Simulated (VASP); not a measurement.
## FePt (Tetraferroplatinum): single point with PBEsol

Crystal: FePt (Tetraferroplatinum).

```
Fe Pt
1.0
     2.68663    0.00000    0.00000
     0.00000    2.68663    0.00000
     0.00000    0.00000    3.71811
Fe Pt
1 1
Direct
  0.00000 0.00000 0.00000
  0.50000 0.50000 0.50000
```

* Program: VASP 6.6.1
* Task: single point
* Functional: PBEsol
* Potentials or basis: VASP PAW PBE potentials, release 64 (Fe, Pt)
* Cutoff: 520 eV
* k mesh: 16 × 16 × 12
* Occupations: gaussian, width 0.1 eV
* Spin: collinear spin, ferromagnetic start
* Starting moments: [3.28, 0.42] μB

```json
{
 "Pressure": "-0.3 GPa",
 "Net moment": "3.21 μB per cell",
 "Site moments": "Fe +2.85; Pt +0.32 μB",
 "Valence electrons inside the program's atomic spheres": "Fe 7.05; Pt 9.49"
}
```

Levels at points of the mesh, in eV from the Fermi level:
Spin up:
```csv
k point,band 9,band 10,band 11,band 12,band 13,band 14
"(0.00, 0.00, 0.00)",-0.43,-0.29,-0.29,2.06,9.84,11.97
"(0.50, 0.00, 0.00)",-2.06,-1.61,0.31,2.24,10.47,10.62
"(0.50, 0.50, 0.00)",-0.39,0.72,1.65,1.65,8.00,10.47
"(0.00, 0.00, 0.50)",-2.16,-2.16,-1.72,-0.76,15.65,15.94
"(0.50, 0.00, 0.50)",-0.68,-0.61,-0.43,-0.31,4.96,7.04
"(0.50, 0.50, 0.50)",-0.90,0.72,6.99,6.99,7.95,8.57
```
Spin down:
| k point | band 5 | band 6 | band 7 | band 8 | band 9 | band 10 | band 11 | band 12 |
| --- | --- | --- | --- | --- | --- | --- | --- | --- |
| (0.00, 0.00, 0.00) | -2.41 | -0.87 | -0.70 | 0.51 | 1.70 | 1.75 | 1.75 | 2.30 |
| (0.50, 0.00, 0.00) | -2.52 | -1.36 | -1.28 | -0.98 | 0.49 | 0.74 | 2.55 | 2.70 |
| (0.50, 0.50, 0.00) | 1.06 | 1.28 | 1.67 | 1.80 | 1.80 | 1.85 | 1.85 | 1.85 |
| (0.00, 0.00, 0.50) | -1.91 | -1.91 | -1.48 | -0.51 | 0.05 | 0.47 | 0.47 | 1.45 |
| (0.50, 0.00, 0.50) | -2.26 | -0.52 | -0.50 | -0.47 | 1.00 | 1.54 | 1.64 | 1.64 |
| (0.50, 0.50, 0.50) | -1.55 | -1.42 | -1.42 | 0.71 | 1.06 | 1.85 | 7.74 | 7.74 |

It took 3 min on 1 thread of Intel(R) Xeon(R) Platinum 8488C (Sapphire Rapids) (shared host), peak memory 0.36 GiB.

Caveat: the PAW data sets were made with another functional, which shifts forces and pressure a little; spin-orbit coupling is left out, which moves the levels of the heavy elements.
